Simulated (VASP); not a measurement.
Input of a VASP 6.6.1 run:

INCAR

```
PREC = Accurate
ENCUT = 520
EDIFF = 1E-6
ISMEAR = -1
SIGMA = 0.03
LREAL = False
LASPH = True
NELM = 60
ALGO = Normal
ISIF = 2
LWAVE = False
LCHARG = False
GGA = PS
NBANDS = 10
```

The input KPOINTS:

```
regular mesh
0
Gamma
  14 14 14
```

Contents of POSCAR:

```
Os
1.0
    0.0000000000      1.9450000000      1.9450000000
    1.9450000000      0.0000000000      1.9450000000
    1.9450000000      1.9450000000      0.0000000000
Os
1
Direct
    0.0000000000      0.0000000000      0.0000000000
```

Potentials or basis: VASP PAW PBE potentials, release 64 (Os).

Launch:

```sh
$ cat potpaw_PBE.64/Os/POTCAR > POTCAR
$ mpirun -np 1 vasp_std > vasp.out
```

Question: Estimate the band gap on the k mesh.

Answer: Zero (band 4 reaches 10.67 eV, above the bottom of band 5 at 7.19 eV).

Question: Estimate the pressure.

Answer: -20.0 GPa.

Caveat: the PAW data sets were made with another functional, which shifts forces and pressure a little; spin-orbit coupling is left out, which moves the levels of the heavy elements.
